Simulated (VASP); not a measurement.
# Ni3Ge (Pm-3m) in VASP: further runs

Ni3Ge is run at these levels: r2SCAN; tasks: single point.

All numbers are computed with VASP 6.6.1; they aren't measurements. Logs are shortened: lines on timing, memory, paths and dates and some standing lists are left out, and cuts for length are marked.

### 1 The cell of the first run

The structure is cubic, space group Pm-3m (No. 221). Conventional cell: a = 3.497 Å, b = 3.497 Å, c = 3.497 Å, α = 90.00°, β = 90.00°, γ = 90.00°. Ni (site symmetry 4/mmm) has 8 Ni at 2.47 Å and 4 Ge at 2.47 Å within 3.3 Å. Within 3.3 Å of Ge (site symmetry m-3m) lie 12 Ni at 2.47 Å.

### 2 Single point, r2SCAN (10.69 Å³/atom)

Input file POSCAR:

```
Ni3Ge
1.0
    3.4969314569      0.0000000000      0.0000000000
    0.0000000000      3.4969314569      0.0000000000
    0.0000000000      0.0000000000      3.4969314569
Ni Ge
3 1
Direct
    0.5000000000      0.0000000000      0.5000000000
    0.0000000000      0.5000000000      0.5000000000
    0.5000000000      0.5000000000      0.0000000000
    0.0000000000      0.0000000000      0.0000000000
```

Input file INCAR.step1:

```
SYSTEM = Ni3Ge
PREC = Accurate ; ENCUT = 520
ISMEAR = 0 ; SIGMA = 0.1
LREAL = .False. ; LASPH = .True.
NELM = 100 ; NBANDS = 30
GGA = PE ; ALGO = Normal
EDIFF = 1E-4 ; LWAVE = .True.
LCHARG = .False.
```

Input file INCAR.step2:

```
SYSTEM = Ni3Ge
PREC = Accurate ; ENCUT = 520
EDIFF = 1E-7 ; ISMEAR = 0
SIGMA = 0.1 ; LREAL = .False.
LASPH = .True. ; NELM = 100
ALGO = Normal ; ISIF = 2
LWAVE = .False. ; LCHARG = .False.
METAGGA = R2SCAN ; LMIXTAU = .True.
NBANDS = 30 ; ISTART = 1
```

Input file KPOINTS:

```
regular mesh
0
Gamma
  12 12 12
  0 0 0
```

Potentials or basis: VASP PAW PBE potentials, release 64 (Ni, Ge_d).

Run with:

```
cat potpaw_PBE.64/Ni/POTCAR potpaw_PBE.64/Ge_d/POTCAR > POTCAR
cp INCAR.step1 INCAR
mpirun -np 1 vasp_std > vasp.out
cp INCAR.step2 INCAR
mpirun -np 1 vasp_std > vasp.out
```

OUTCAR:

```text
SYSTEM = Ni3Ge
   PREC = Accurate
   ENCUT = 520
   EDIFF = 1E-7
   ISMEAR = 0
   LREAL = .False.
   LASPH = .True.
   NELM = 100
   ISIF = 2
   METAGGA = R2SCAN
   ISTART = 1

 ion  position               nearest neighbor table
   1  0.500  0.000  0.500-   2 2.47   3 2.47   4 2.47   3 2.47   4 2.47   2 2.47   3 2.47   3 2.47
                             2 2.47   4 2.47   4 2.47   2 2.47
   2  0.000  0.500  0.500-   1 2.47   3 2.47   4 2.47   3 2.47   4 2.47   1 2.47   4 2.47   4 2.47
                             1 2.47   3 2.47   3 2.47   1 2.47
   3  0.500  0.500  0.000-   1 2.47   2 2.47   4 2.47   1 2.47   2 2.47   1 2.47   4 2.47   1 2.47
                             2 2.47   4 2.47   2 2.47   4 2.47
   4  0.000  0.000  0.000-   1 2.47   2 2.47   3 2.47   1 2.47   2 2.47   2 2.47   3 2.47   2 2.47
                             1 2.47   3 2.47   1 2.47   3 2.47

  LATTYP: Found a simple cubic cell.
 ALAT       =     3.4969314569

  Lattice vectors:

 A1 = (   3.4969314569,   0.0000000000,   0.0000000000)
 A2 = (   0.0000000000,   3.4969314569,   0.0000000000)
 A3 = (   0.0000000000,   0.0000000000,   3.4969314569)

Analysis of symmetry for initial positions (statically):
=====================================================================
 Subroutine PRICEL returns:
 Original cell was already a primitive cell.

 Routine SETGRP: Setting up the symmetry group for a
 simple cubic supercell.

 Subroutine GETGRP returns: Found 48 space group operations
 (whereof 48 operations were pure point group operations)
 out of a pool of 48 trial point group operations.

The static configuration has the point symmetry O_h .

Analysis of symmetry for dynamics (positions and initial velocities):
=====================================================================
 Subroutine PRICEL returns:
 Original cell was already a primitive cell.

 Routine SETGRP: Setting up the symmetry group for a
 simple cubic supercell.

 Subroutine GETGRP returns: Found 48 space group operations
 (whereof 48 operations were pure point group operations)
 out of a pool of 48 trial point group operations.

The dynamic configuration has the point symmetry O_h .

 Subroutine INISYM returns: Found 48 space group operations
 (whereof 48 operations are pure point group operations),
 and found     1 'primitive' translations

----------------------------------------------------------------------------------------

                                     Primitive cell

  volume of cell :      42.7623

[... 94 lines left out ...]
   EDIFFG = 0.1E-05   stopping-criterion for IOM
   NSW    =      0    number of steps for IOM
   IBRION =     -1    ionic relax: 0-MD 1-quasi-New 2-CG
   NFREE  =      0    steps in history (QN), initial steepest desc. (CG)
   ISIF   =      2    stress and relaxation
   ISYM   =      2    0-nonsym 1-usesym 2-fastsym
   POTIM  = 0.5000    time-step for ionic-motion
   TEBEG  =    0.0;   TEEND  =   0.0 temperature during run
   PSTRESS=    0.0 pullay stress
   NELECT =      44.0000    total number of electrons
   NUPDOWN=      -1.0000    fix difference up-down
   EMIN   =  10.00;   EMAX   =-10.00  energy-range for DOS
   EFERMI =   0.00;   METHOD = LEGACY
   ISMEAR =     0;   SIGMA  =   0.10  broadening in eV -4-tet -1-fermi 0-gaus
   EFERMI_NEDOS =   21; number of points for ismear=-14 and -15
   IALGO  =     38    algorithm
   IMIX   =      4    mixing-type and parameters
     AMIX     =   0.40;   BMIX     =  1.00
     AMIX_MAG =   1.60;   BMIX_MAG =  1.00
  volume/ion in A,a.u.               =      10.69        72.14
  Fermi-wavevector in a.u.,A,eV,Ry     =   1.652743  3.123231 37.165113  2.731559
  Thomas-Fermi vector in A             =   2.741300
   LORBIT       =      0    0 simple, 1 ext, 2 COOP (PROOUT), +10 PAW based schemes
   METAGGA = R2SCAN    functional components
   LHFCALC =     F    Hartree Fock is set to
   AEXX    =    0.0000 exact exchange contribution
   IVDW    =     0    specifies the selected vdW correction
   LEPSILON=     F    determine dielectric tensor
   LRPA    =     F    only Hartree local field effects (RPA)
 non-spin polarized calculation
 Gauss-broadening in eV      SIGMA  =   0.10
  energy-cutoff  :      520.00
  volume of cell :       42.76
 maximum number of plane-waves:      1189
 NGX is ok and might be reduce to    28
   NGX = 13   NGY = 13   NGZ = 13

 number of electron      43.9999963 magnetization

 Free energy of the ion-electron system (eV)
  ---------------------------------------------------
  ext. energy  EPLUGINS =         0.00000000
  ---------------------------------------------------
  free energy    TOTEN  =       -50.72070737 eV

  energy without entropy =      -50.71025267  energy(sigma->0) =      -50.71548002

 E-fermi :  10.6091     XC(G=0): -14.9517

 val. band max:       10.6085977905   @ k =   0.0833   0.0833   0.0000
 cond. band min:      10.6095354997   @ k =   0.4167   0.4167   0.3333
 fundamental gap:      0.0009377092
 Fermi energy:        10.6090856641

 k-point     1 :       0.0000    0.0000    0.0000
  band No.  band energies     occupation
      1     -14.8521      2.00000
      2     -14.8521      2.00000
      3     -14.8356      2.00000
      4     -14.8356      2.00000
      5     -14.8356      2.00000
      6      -2.7140      2.00000
[... 781 lines left out ...]
     29      21.2143      0.00000
     30      22.4180      0.00000

 [... further k-points ...]

------------------------ aborting loop because EDIFF is reached ----------------------------------------

  FORCE on cell =-STRESS in cart. coord.  units (eV):
  Direction    XX          YY          ZZ          XY          YZ          ZX
  --------------------------------------------------------------------------------------
  -------------------------------------------------------------------------------------
  Total        1.9738493      1.9738493      1.9738493      0.0000000     -0.0000000      0.0000000
  in kB       73.9542619     73.9542619     73.9542619      0.0000000     -0.0000000      0.0000000
  external PRESSURE =      73.9542619 kB  Pullay stress =       0.0000000 kB

 VOLUME and BASIS-vectors are now :
 -----------------------------------------------------------------------------
  energy-cutoff  :      520.00
  volume of cell :       42.76
      direct lattice vectors                 reciprocal lattice vectors
     3.496931457  0.000000000  0.000000000     0.285964999  0.000000000  0.000000000
     0.000000000  3.496931457  0.000000000     0.000000000  0.285964999  0.000000000
     0.000000000  0.000000000  3.496931457     0.000000000  0.000000000  0.285964999

 POSITION                                       TOTAL-FORCE (eV/Angst)
 -----------------------------------------------------------------------------------
      1.74847      0.00000      1.74847         0.000000      0.000000      0.000000
      0.00000      1.74847      1.74847         0.000000      0.000000      0.000000
      1.74847      1.74847      0.00000         0.000000      0.000000      0.000000
      0.00000      0.00000      0.00000         0.000000      0.000000      0.000000
 -----------------------------------------------------------------------------------
    total drift:                                0.000000      0.000000      0.000000

  FREE ENERGIE OF THE ION-ELECTRON SYSTEM (eV)
  ---------------------------------------------------
  free  energy   TOTEN  =       -50.7207073688 eV

  energy  without entropy=      -50.7102526689  energy(sigma->0) =      -50.71548002
```

OSZICAR.step1:

```text
N       E                     dE             d eps       ncg     rms          rms(c)
DAV:   1     0.314463458049E+03    0.31446E+03   -0.20044E+04  5612   0.339E+03
DAV:   2     0.139886345482E+02   -0.30047E+03   -0.28557E+03  5040   0.540E+02
DAV:   3    -0.238146488722E+02   -0.37803E+02   -0.36959E+02  5382   0.164E+02
DAV:   4    -0.249400521297E+02   -0.11254E+01   -0.11242E+01  5790   0.326E+01
DAV:   5    -0.249634558607E+02   -0.23404E-01   -0.23403E-01  6772   0.409E+00    0.180E+01
DAV:   6    -0.242247574869E+02    0.73870E+00   -0.26432E+01  5876   0.743E+01    0.134E+01
DAV:   7    -0.220544390147E+02    0.21703E+01   -0.10211E+01  5644   0.435E+01    0.407E+00
DAV:   8    -0.219688535814E+02    0.85585E-01   -0.31466E-01  6250   0.515E+00    0.957E-01
DAV:   9    -0.219619146637E+02    0.69389E-02   -0.16360E-02  6648   0.152E+00    0.342E-01
DAV:  10    -0.219605600426E+02    0.13546E-02   -0.19945E-03  7008   0.541E-01    0.814E-02
DAV:  11    -0.219605735989E+02   -0.13556E-04   -0.22100E-04  4762   0.120E-01
   1 F= -.21960574E+02 E0= -.21955542E+02  d E =-.100630E-01
```

Run time: 2.7 min. Hardware: 1 thread of Intel Xeon 6975P-C (Granite Rapids), shared host; peak memory 0.23 GiB.

Results:

```
Free energy            : -50.7207 eV
Pressure               : 7.4 GPa
Band gap on the k mesh : zero (bands 22 and 23 overlap by 0.27 eV)
```

Levels at points of the mesh, in eV from the Fermi level:
| k point | band 19 | band 20 | band 21 | band 22 | band 23 | band 24 | band 25 | band 26 |
| --- | --- | --- | --- | --- | --- | --- | --- | --- |
| (0.00, 0.00, 0.00) | -0.73 | -0.73 | -0.37 | 0.04 | 0.04 | 0.04 | 4.56 | 7.33 |
| (0.50, 0.00, 0.00) | -1.38 | -1.27 | -0.67 | 0.04 | 3.85 | 3.85 | 5.42 | 6.13 |
| (0.50, 0.50, 0.00) | -1.34 | -1.21 | -1.01 | -0.98 | 0.65 | 0.65 | 6.09 | 7.10 |
| (0.50, 0.50, 0.50) | -1.27 | -1.27 | -0.62 | -0.23 | -0.23 | -0.23 | 0.89 | 4.59 |

Caveat: the cell stands under pressure; the PAW data sets were made with another functional, which shifts forces and pressure a little. Spin polarisation is off, so any magnetic state and its effect on volume and gap are missing.

(Part 1 of 2 ends here.)
